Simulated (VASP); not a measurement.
# CuSi16 (a cell with a defect) in VASP: a series of runs, part 2 of 2

VASP 6.6.1.

## (4) Single point, PBE

Contents of INCAR:

```
SYSTEM = CuSi16
ALGO = Normal
EDIFF = 1E-7
ENCUT = 520
GGA = PE
ISIF = 2
ISMEAR = -1
LASPH = .True.
LCHARG = .False.
LREAL = Auto
LWAVE = .False.
NBANDS = 52
NELECT = 74.0
NELM = 100
PREC = Accurate
SIGMA = 0.02
```

Contents of KPOINTS:

```
k-points
0
Gamma
  2 2 2
  0 0 0
```

Contents of POSCAR:

```
CuSi16
1.0
    0.0000000000      5.4300000000      5.4300000000
    5.4300000000      0.0000000000      5.4300000000
    5.4300000000      5.4300000000      0.0000000000
Si Cu
16 1
Direct
    0.0048808471      0.0071202578     -0.0083117864
    0.1190124309      0.1505221915      0.1175991713
    0.0041895948      0.0066317680      0.5020011971
    0.1487941068      0.1151720074      0.6201182320
   -0.0372539595      0.5216421731      0.0112837937
    0.1233267035      0.6182373849      0.1218716390
    0.0062971455      0.4889908840      0.5054660221
    0.1229553407      0.6176496317      0.6429601289
    0.4933039595      0.0126676796     -0.0004008287
    0.6327803867      0.1225759669      0.1226264273
    0.5198396869     -0.0059680479      0.4953678637
    0.6320599448      0.1226940147      0.6269430018
    0.4971501842      0.4967472376     -0.0018601289
    0.5910431860      0.6359043278      0.1389774401
    0.4969250460      0.4968224678      0.5131331492
    0.6338854512      0.6200924494      0.6253871087
    0.1670719153      0.7838291897      0.2775404236
```

Potentials or basis: VASP PAW PBE potentials, release 64 (Si, Cu).

On the command line:

```console
cat potpaw_PBE.64/Si/POTCAR potpaw_PBE.64/Cu/POTCAR > POTCAR
mpirun -np 1 vasp_std > vasp.out
```

OUTCAR:

```text
SYSTEM = CuSi16
   EDIFF = 1E-7
   ENCUT = 520
   GGA = PE
   ISIF = 2
   ISMEAR = -1
   LASPH = .True.
   LREAL = Auto
   NELECT = 74.0
   NELM = 100
   PREC = Accurate

 ion  position               nearest neighbor table
   1  0.005  0.007  0.992-  10 2.33   4 2.33   2 2.41   6 2.44  17 2.48
   2  0.119  0.151  0.118-   5 2.34   9 2.35  17 2.35   1 2.41   3 2.41
   3  0.004  0.007  0.502-   4 2.33  12 2.33   2 2.41   8 2.44  17 2.47
   4  0.149  0.115  0.620-  11 2.33   3 2.33   1 2.33   7 2.35
   5  0.963  0.522  0.011-   6 2.32   8 2.32  14 2.33   2 2.34
   6  0.123  0.618  0.122-   5 2.32  13 2.34  17 2.35   7 2.41   1 2.44
   7  0.006  0.489  0.505-  16 2.34   4 2.35   8 2.40   6 2.41  17 2.53
   8  0.123  0.618  0.643-   5 2.32  15 2.35  17 2.35   7 2.40   3 2.44
   9  0.493  0.013  1.000-  10 2.34  12 2.34   2 2.35  14 2.37
  10  0.633  0.123  0.123-   1 2.33   9 2.34  11 2.34  13 2.35
  11  0.520  0.994  0.495-   4 2.33  12 2.34  10 2.34  16 2.35
  12  0.632  0.123  0.627-   3 2.33  11 2.34   9 2.34  15 2.35
  13  0.497  0.497  0.998-  16 2.34   6 2.34  10 2.35  14 2.35
  14  0.591  0.636  0.139-   5 2.33  13 2.35  15 2.35   9 2.37  17 2.66
  15  0.497  0.497  0.513-  16 2.34   8 2.35  12 2.35  14 2.35
  16  0.634  0.620  0.625-   7 2.34  15 2.34  13 2.34  11 2.35
  17  0.167  0.784  0.278-   6 2.35   8 2.35   2 2.35   3 2.47   1 2.48   7 2.53  14 2.66

  LATTYP: Found a face centered cubic cell.
 ALAT       =    10.8600000000

  Lattice vectors:

 A1 = (   0.0000000000,   5.4300000000,   5.4300000000)
 A2 = (   5.4300000000,   0.0000000000,   5.4300000000)
 A3 = (   5.4300000000,   5.4300000000,   0.0000000000)

Analysis of symmetry for initial positions (statically):
=====================================================================
 Subroutine PRICEL returns:
 Original cell was already a primitive cell.

 Routine SETGRP: Setting up the symmetry group for a
 face centered cubic supercell.

[... 154 lines left out ...]
  Thomas-Fermi vector in A             =   2.137265
   LORBIT       =      0    0 simple, 1 ext, 2 COOP (PROOUT), +10 PAW based schemes
   GGA     = PE    functional components
   LHFCALC =     F    Hartree Fock is set to
   AEXX    =    0.0000 exact exchange contribution
   IVDW    =     0    specifies the selected vdW correction
   LEPSILON=     F    determine dielectric tensor
   LRPA    =     F    only Hartree local field effects (RPA)
 non-spin polarized calculation
  energy-cutoff  :      520.00
  volume of cell :      320.21
 maximum number of plane-waves:      8646
 NGX is ok and might be reduce to    60
   NGX = 29   NGY = 29   NGZ = 29

 number of electron      74.0000001 magnetization

 Free energy of the ion-electron system (eV)
  ---------------------------------------------------
  ext. energy  EPLUGINS =         0.00000000
  ---------------------------------------------------
  free energy    TOTEN  =       -94.22302303 eV

  energy without entropy =      -94.22111339  energy(sigma->0) =      -94.22206821

 E-fermi :   6.3999     XC(G=0):  -9.6096

 val. band max:        6.3398362294   @ k =   0.0000   0.0000   0.0000
 cond. band min:       6.4599311459   @ k =   0.0000   0.0000   0.0000
 fundamental gap:      0.1200949165
 Fermi energy:         6.3999015827

 k-point     1 :       0.0000    0.0000    0.0000
  band No.  band energies     occupation
      1      -5.8949      2.00000
      2      -3.5305      2.00000
      3      -3.5121      2.00000
      4      -3.4911      2.00000
      5      -3.4673      2.00000
      6      -2.0096      2.00000
[... 405 lines left out ...]
     48      10.4726      0.00000
     49      10.4859      0.00000
 [bands above 49 left out]

------------------------ aborting loop because EDIFF is reached ----------------------------------------

  FORCE on cell =-STRESS in cart. coord.  units (eV):
  Direction    XX          YY          ZZ          XY          YZ          ZX
  --------------------------------------------------------------------------------------
  -------------------------------------------------------------------------------------
  Total       -1.2990515     -1.4195834     -1.9088123      0.6993932      0.1737212     -0.0191084
  in kB       -6.4999119     -7.1030032     -9.5509007      3.4994718      0.8692283     -0.0956106
  external PRESSURE =      -7.7179386 kB  Pullay stress =       0.0000000 kB

 VOLUME and BASIS-vectors are now :
 -----------------------------------------------------------------------------
  energy-cutoff  :      520.00
  volume of cell :      320.21
      direct lattice vectors                 reciprocal lattice vectors
     0.000000000  5.430000000  5.430000000    -0.092081031  0.092081031  0.092081031
     5.430000000  0.000000000  5.430000000     0.092081031 -0.092081031  0.092081031
     5.430000000  5.430000000  0.000000000     0.092081031  0.092081031 -0.092081031

 POSITION                                       TOTAL-FORCE (eV/Angst)
 -----------------------------------------------------------------------------------
      5.42353      5.41137      0.06517        -0.002243     -0.004591      0.001593
      1.45590      1.28480      1.46357         0.018035     -0.001692      0.000622
      2.76188      2.74862      0.05876         0.002736     -0.009425      0.004250
      3.99263      4.17519      1.43334         0.001462      0.001818     -0.006393
      2.89379      5.28898      8.06023        -0.016150     -0.006378      0.003424
      4.01879      1.33143      4.02669         0.003996      0.000130     -0.019925
[... 9 lines left out ...]
      6.76295      6.83785      6.80910         0.005767      0.001926     -0.003785
      5.76324      2.41425      5.16339         0.005144      0.003392      0.015369
 -----------------------------------------------------------------------------------
    total drift:                               -0.009835     -0.006807      0.004404

  FREE ENERGIE OF THE ION-ELECTRON SYSTEM (eV)
  ---------------------------------------------------
  free  energy   TOTEN  =       -94.2230230337 eV

  energy  without entropy=      -94.2211133922  energy(sigma->0) =      -94.22206821
```

OSZICAR:

```text
N       E                     dE             d eps       ncg     rms          rms(c)
DAV:   1     0.331821347687E+03    0.33182E+03   -0.27581E+04   832   0.123E+03
DAV:   2    -0.540819016607E+02   -0.38590E+03   -0.36036E+03   868   0.242E+02
DAV:   3    -0.960694762423E+02   -0.41988E+02   -0.39492E+02  1120   0.804E+01
[... 15 lines left out ...]
DAV:  19    -0.942230231808E+02    0.24829E-07   -0.15288E-05  1312   0.533E-02    0.223E-03
DAV:  20    -0.942230234060E+02   -0.22521E-06   -0.11094E-06  1208   0.179E-02    0.356E-03
DAV:  21    -0.942230232341E+02    0.17189E-06   -0.27581E-07   880   0.102E-02    0.260E-03
DAV:  22    -0.942230230249E+02    0.20921E-06   -0.15025E-07   712   0.543E-03    0.583E-04
DAV:  23    -0.942230230337E+02   -0.87675E-08   -0.77949E-08   536   0.154E-03
   1 F= -.94223023E+02 E0= -.94222068E+02  d E =-.190964E-02
```

stdout:

```text
POSCAR found type information on POSCAR SiCu
 POSCAR found :  2 types and      17 ions
 scaLAPACK will be used
 LDA part: xc-table for (Slater+PW92), standard interpolation
 POSCAR, INCAR and KPOINTS ok, starting setup
 FFT: planning ... GRIDC
 FFT: planning ... GRID_SOFT
 FFT: planning ... GRID
 WAVECAR not read
 entering main loop
 the old and the new charge density differ
 old charge density:    75.00000 new   74.00000
    0.225E+01
```

Wall time 3.8 min (1 thread of Intel Xeon 6975P-C (Granite Rapids), shared host); peak memory 0.5 GiB.

Results:

```
Free energy   : -94.2230 eV
Largest force : 0.020 eV/Å
```

Forces on the atoms (eV/Å):
```
Si  -0.002 -0.005  0.002
Si   0.018 -0.002  0.001
Si   0.003 -0.009  0.004
Si   0.001  0.002 -0.006
Si  -0.016 -0.006  0.003
Si   0.004  0.000 -0.020
Si  -0.009 -0.006  0.005
Si   0.009  0.007 -0.015
Si  -0.006 -0.006  0.000
Si   0.002  0.000 -0.001
Si  -0.004  0.002  0.005
Si   0.002  0.011  0.005
Si  -0.002  0.005  0.005
Si  -0.004  0.009  0.000
Si  -0.008 -0.007  0.001
Si   0.006  0.002 -0.004
Cu   0.005  0.003  0.015
```

Caveat: the k points lie up to 0.50 Å⁻¹ apart; the cell carries a net charge on a neutralising background, which shifts energy and pressure; the cell is charged against a uniform background, so pressure and absolute levels hang on convention.

## (5) Single point, PBE

Contents of INCAR:

```
PREC = Accurate ; ENCUT = 520
EDIFF = 1E-6 ; ISMEAR = -1
SIGMA = 0.02 ; LREAL = Auto
LASPH = T ; NELM = 60
ALGO = Normal ; ISIF = 2
LWAVE = F ; LCHARG = F
GGA = PE ; NBANDS = 52
NELECT = 74.0
```

Contents of KPOINTS:

```
Automatic mesh
0
Gamma
  2 2 2
```

Contents of POSCAR:

```
CuSi16
1.0
    0.0000000000      5.4300000000      5.4300000000
    5.4300000000      0.0000000000      5.4300000000
    5.4300000000      5.4300000000      0.0000000000
Si Cu
16 1
Direct
   -0.0024454880      0.0111847145     -0.0002478821
    0.1132415285      0.1522956722      0.1183350829
   -0.0089765193      0.0070395028      0.5021334254
    0.1242807551      0.1208813076      0.6269827808
   -0.0030770718      0.5232144567      0.0112115101
    0.1335875691      0.6320076427      0.1364951197
   -0.0038958564      0.4951781768      0.5122875691
    0.1173146409      0.6185137201      0.6428113260
    0.4943564457      0.0075406077     -0.0047921731
    0.6249793738      0.1202887661      0.1244042357
    0.4963209945     -0.0055134438      0.4970546961
    0.6194140884      0.1170844383      0.6226866483
    0.5076693370      0.4947864641     -0.0025883057
    0.6292727440      0.6204285451      0.1245202578
    0.4977043278      0.4916584715      0.5062941989
    0.6234862799      0.6205941989      0.6244192449
    0.2569553407      0.7814577348      0.2720697053
```

On the command line:

```console
cat potpaw_PBE.64/Si/POTCAR potpaw_PBE.64/Cu/POTCAR > POTCAR
mpirun -np 1 vasp_std > vasp.out
```

Run time: 3.5 min. Hardware: 1 thread of Intel Xeon 6975P-C (Granite Rapids), shared host; peak memory 0.5 GiB.

Results (log left out):

```
Free energy   : -94.2184 eV
Largest force : 0.048 eV/Å
```

Forces on the atoms (eV/Å):
```
Si   0.006  0.001 -0.002
Si   0.010 -0.001 -0.015
Si   0.002 -0.024 -0.003
Si   0.009 -0.002 -0.011
Si  -0.009 -0.007  0.028
Si   0.011  0.010 -0.018
Si   0.006 -0.007  0.010
Si  -0.008  0.005 -0.019
Si  -0.006 -0.006  0.015
Si   0.004 -0.008 -0.011
Si  -0.008  0.002  0.004
Si   0.008 -0.001 -0.016
Si   0.000  0.006  0.013
Si  -0.008  0.025 -0.013
Si  -0.012  0.004  0.008
Si   0.005 -0.002 -0.016
Cu  -0.010  0.006  0.046
```

Levels at points of the mesh, in eV from the Fermi level:
| k point | band 35 | band 36 | band 37 | band 38 | band 39 | band 40 |
| --- | --- | --- | --- | --- | --- | --- |
| (0.00, 0.00, 0.00) | -0.62 | -0.18 | -0.07 | 0.07 | 0.51 | 0.61 |
| (0.50, 0.00, 0.00) | -0.84 | -0.82 | -0.68 | 0.56 | 1.14 | 1.31 |
| (0.00, 0.50, 0.00) | -0.86 | -0.79 | -0.76 | 0.50 | 1.20 | 1.32 |
| (0.00, 0.00, 0.50) | -0.84 | -0.81 | -0.73 | 0.54 | 1.16 | 1.32 |
| (0.50, 0.50, 0.50) | -0.86 | -0.67 | -0.53 | 0.54 | 1.04 | 1.34 |
| (0.50, 0.50, 0.00) | -1.44 | -1.41 | -1.01 | 0.67 | 1.05 | 2.01 |
| (0.00, 0.50, 0.50) | -1.43 | -1.40 | -0.99 | 0.66 | 1.06 | 2.00 |
| (0.50, 0.00, 0.50) | -1.47 | -1.40 | -1.03 | 0.68 | 1.04 | 2.01 |

Caveat: the k points lie up to 0.50 Å⁻¹ apart; the cell carries a net charge on a neutralising background, which shifts energy and pressure; the cell is charged against a uniform background, so pressure and absolute levels hang on convention.

## (6) Single point, PBE

Contents of INCAR:

```
PREC = Accurate
ENCUT = 520
EDIFF = 1E-6
ISMEAR = -1
SIGMA = 0.02
LREAL = Auto
LASPH = True
NELM = 80
ALGO = Normal
ISIF = 2
LWAVE = False
LCHARG = True
GGA = PE
LELF = True
LVHAR = True
NBANDS = 52
NELECT = 74.0
```

Contents of KPOINTS:

```
regular mesh
0
Gamma
  2 2 2
```

Contents of POSCAR:

```
CuSi16
1.0
    0.0000000000      5.4300000000      5.4300000000
    5.4300000000      0.0000000000      5.4300000000
    5.4300000000      5.4300000000      0.0000000000
Si Cu
16 1
Direct
   -0.0040569061      0.0117935543     -0.0010591160
    0.1127616943      0.1476834254      0.1195003683
   -0.0178302947      0.0080573665      0.5040306630
    0.1148759669      0.1243936464      0.6268332413
    0.0119744936      0.5180713628      0.0107546041
    0.1349665746      0.6377358195      0.1400809392
   -0.0051581031      0.4979354512      0.5126418969
    0.1168066298      0.6185955801      0.6430697974
    0.5009499079      0.0056162063     -0.0107230203
    0.6229882136      0.1252880295      0.1191896869
    0.4882974217     -0.0084173112      0.4916320442
    0.6108718232      0.1124154696      0.6194930018
    0.5083390424      0.4987226519     -0.0013110497
    0.6426967772      0.6156058011      0.1205872007
    0.5044933702      0.4845633517      0.5050399632
    0.6217580110      0.6177721915      0.6265552486
    0.2874168508      0.7914628913      0.2894494475
```

Potentials or basis: VASP PAW PBE potentials, release 64 (Si, Cu).

On the command line:

```console
cat potpaw_PBE.64/Si/POTCAR potpaw_PBE.64/Cu/POTCAR > POTCAR
mpirun -np 1 vasp_std > vasp.out
```

OUTCAR:

```text
PREC = Accurate
   ENCUT = 520
   EDIFF = 1E-6
   ISMEAR = -1
   LREAL = Auto
   LASPH = True
   NELM = 80
   ISIF = 2
   GGA = PE
   NELECT = 74.0

 ion  position               nearest neighbor table
   1  0.996  0.012  0.999-   4 2.34  10 2.34   2 2.34   6 2.35
   2  0.113  0.148  0.120-   5 2.34   1 2.34  17 2.34   3 2.41   9 2.44
[... 641 lines left out ...]
  -------------------------------------------------------------------------------------
  Total       -1.4915678     -1.6646008     -0.9538676      0.4738512     -0.1366687     -0.4161741
  in kB       -7.4631830     -8.3289683     -4.7727558      2.3709537     -0.6838334     -2.0823618
  external PRESSURE =      -6.8549690 kB  Pullay stress =       0.0000000 kB

 VOLUME and BASIS-vectors are now :
 -----------------------------------------------------------------------------
  energy-cutoff  :      520.00
  volume of cell :      320.21
      direct lattice vectors                 reciprocal lattice vectors
     0.000000000  5.430000000  5.430000000    -0.092081031  0.092081031  0.092081031
     5.430000000  0.000000000  5.430000000     0.092081031 -0.092081031  0.092081031
     5.430000000  5.430000000  0.000000000     0.092081031  0.092081031 -0.092081031

 POSITION                                       TOTAL-FORCE (eV/Angst)
 -----------------------------------------------------------------------------------
      5.48829     10.83222      5.47201         0.003627     -0.003310      0.002358
      1.45081      1.26118      1.41422         0.008443      0.003274      0.009219
      2.78064      8.07007      5.37693        -0.003508      0.001510      0.003505
      4.07916      4.02748      1.29923         0.004242      0.001914      0.001096
      2.87153      0.12342      2.87815         0.002488      0.001720      0.001709
      4.22354      1.49351      4.19577        -0.001143      0.006239      0.004052
[... 9 lines left out ...]
      6.75670      6.77834      6.73065        -0.000732      0.002647      0.003085
      5.86935      3.13238      5.85832        -0.050086     -0.059253     -0.052482
 -----------------------------------------------------------------------------------
    total drift:                               -0.005942     -0.004819      0.003648

  FREE ENERGIE OF THE ION-ELECTRON SYSTEM (eV)
  ---------------------------------------------------
  free  energy   TOTEN  =       -94.2091922202 eV

  energy  without entropy=      -94.2062376670  energy(sigma->0) =      -94.20771494
```

OSZICAR:

```text
N       E                     dE             d eps       ncg     rms          rms(c)
DAV:   1     0.328038017410E+03    0.32804E+03   -0.27664E+04   832   0.123E+03
DAV:   2    -0.552220665667E+02   -0.38326E+03   -0.35840E+03   864   0.240E+02
DAV:   3    -0.960077928860E+02   -0.40786E+02   -0.38294E+02  1128   0.793E+01
[... 11 lines left out ...]
DAV:  15    -0.942092119224E+02    0.64797E-03   -0.26207E-03  1328   0.110E+00    0.831E-02
DAV:  16    -0.942092218632E+02   -0.99409E-05   -0.54430E-04  1096   0.924E-02    0.438E-02
DAV:  17    -0.942091981606E+02    0.23703E-04   -0.60294E-05  1440   0.152E-01    0.238E-02
DAV:  18    -0.942091913040E+02    0.68566E-05   -0.37324E-05  1288   0.125E-01    0.825E-03
DAV:  19    -0.942091922202E+02   -0.91626E-06   -0.78027E-06   904   0.116E-02
   1 F= -.94209192E+02 E0= -.94207715E+02  d E =-.295455E-02
```

stdout:

```text
POSCAR found type information on POSCAR SiCu
 POSCAR found :  2 types and      17 ions
 scaLAPACK will be used
 LDA part: xc-table for (Slater+PW92), standard interpolation
 POSCAR, INCAR and KPOINTS ok, starting setup
 FFT: planning ... GRIDC
 FFT: planning ... GRID_SOFT
 FFT: planning ... GRID
 WAVECAR not read
 entering main loop
 the old and the new charge density differ
 old charge density:    75.00000 new   74.00000
    0.221E+01
```

Wall time 3.3 min (1 thread of Intel Xeon 6975P-C (Granite Rapids), shared host); peak memory 0.5 GiB.

What came out:

```yaml
Free_energy: -94.2092 eV
Largest_force: 0.094 eV/Å
```

Forces on the atoms (eV/Å):
```
Si   0.004 -0.003  0.002
Si   0.008  0.003  0.009
Si  -0.004  0.002  0.004
Si   0.004  0.002  0.001
Si   0.002  0.002  0.002
Si  -0.001  0.006  0.004
Si   0.002  0.000  0.005
Si   0.003  0.012  0.001
Si   0.001  0.000  0.008
Si   0.001  0.006 -0.005
Si   0.011  0.011  0.007
Si   0.008  0.011  0.009
Si  -0.004  0.001  0.001
Si   0.008  0.005  0.002
Si   0.006  0.000  0.001
Si  -0.001  0.003  0.003
Cu  -0.050 -0.059 -0.052
```

Levels at points of the mesh, in eV from the Fermi level:
| k point | band 35 | band 36 | band 37 | band 38 | band 39 | band 40 |
| --- | --- | --- | --- | --- | --- | --- |
| (0.00, 0.00, 0.00) | -0.60 | -0.22 | -0.05 | 0.05 | 0.23 | 0.56 |
| (0.50, 0.00, 0.00) | -0.95 | -0.92 | -0.78 | 0.56 | 1.07 | 1.16 |
| (0.00, 0.50, 0.00) | -0.95 | -0.93 | -0.79 | 0.55 | 1.07 | 1.15 |
| (0.00, 0.00, 0.50) | -0.94 | -0.92 | -0.75 | 0.58 | 1.07 | 1.16 |
| (0.50, 0.50, 0.50) | -0.92 | -0.62 | -0.52 | 0.52 | 0.97 | 1.37 |
| (0.50, 0.50, 0.00) | -1.55 | -1.47 | -1.15 | 0.65 | 0.90 | 1.88 |
| (0.00, 0.50, 0.50) | -1.53 | -1.46 | -1.17 | 0.66 | 0.90 | 1.88 |
| (0.50, 0.00, 0.50) | -1.53 | -1.45 | -1.19 | 0.66 | 0.90 | 1.89 |

Caveat: the k points lie up to 0.50 Å⁻¹ apart; the cell carries a net charge on a neutralising background, which shifts energy and pressure; the cell is charged against a uniform background, so pressure and absolute levels hang on convention.
